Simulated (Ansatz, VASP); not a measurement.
TiB2: VASP beside Ansatz

```xyz
3
Lattice="3.0292 0.0000 0.0000 -1.5146 2.6234 0.0000 0.0000 0.0000 3.2284" Properties=species:S:1:pos:R:3 pbc="T T T"
Ti    0.0000    0.0000    0.0000
B     1.5146    0.8745    1.6142
B     0.0000    1.7489    1.6142
```

Alike in both runs: task relaxation of cell and atoms; functional PBE; k mesh 10 × 10 × 8; occupations fermi-dirac, width 0.05 eV; no spin polarisation.

|  | VASP | Ansatz |
| --- | --- | --- |
| version | VASP 6.6.1 | Ansatz 0.2.0 |
| potentials or method | VASP PAW PBE potentials, release 64 (Ti_sv, B) | Ansatz PAW |
| plane-wave cutoff (eV) | 600 | 420 |
| valence electrons in the cell | 18 | 18 |

Ansatz gave:

```
relaxed volume (Å³/atom)                                     : 8.56
relaxed cell length with the largest relative difference (Å) : 3.228
```

Q: Estimate VASP's values.

A: Relaxed volume (Å³/atom): 8.57; relaxed cell length with the largest relative difference (Å): 3.229.

Noted on Ansatz's run: the plane-wave basis is chosen anew once the cell has moved, so the energies of steps on either side of that aren't comparable.
